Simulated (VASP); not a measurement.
A run of VASP 6.6.1 is set up as follows.

File INCAR:

```
ALGO = Normal
EDIFF = 1E-6
EDIFFG = -0.01
ENCUT = 600
GGA = PE
IBRION = 2
ISIF = 3
ISMEAR = -1
LASPH = T
LCHARG = F
LREAL = F
LWAVE = F
NELM = 100
NSW = 60
PREC = Accurate
SIGMA = 0.1144
```

Contents of KPOINTS:

```
k-points
0
Gamma
  5 5 2
```

POSCAR

```
Bi2BrClO4
1.0
    3.9168440000      0.0000000000      0.0000000000
    0.0000000000      3.9168440000      0.0000000000
    0.0000000000      0.0000000000      9.0515770000
Br O Bi Cl
1 4 2 1
Direct
    0.0000000000      0.0000000000      0.0000000000
    0.5000000000      0.0000000000      0.8480000000
    0.0000000000      0.5000000000      0.8480000000
    0.5000000000      0.0000000000      0.1520000000
    0.0000000000      0.5000000000      0.1520000000
    0.5000000000      0.5000000000      0.7196000000
    0.5000000000      0.5000000000      0.2804000000
    0.0000000000      0.0000000000      0.5000000000
```

Potentials or basis: VASP PAW PBE potentials, release 64 (Br, O, Bi_d, Cl).

Command:

```console
$ cat potpaw_PBE.64/Br/POTCAR potpaw_PBE.64/O/POTCAR potpaw_PBE.64/Bi_d/POTCAR potpaw_PBE.64/Cl/POTCAR > POTCAR
$ mpirun -np 1 vasp_std > vasp.out
```

(1) Predict the relaxed volume.

(2) Estimate the space group after relaxing (to 0.05 Å).

Results:

(1) 17.85 Å³/atom.

(2) P4/mmm (No. 123).
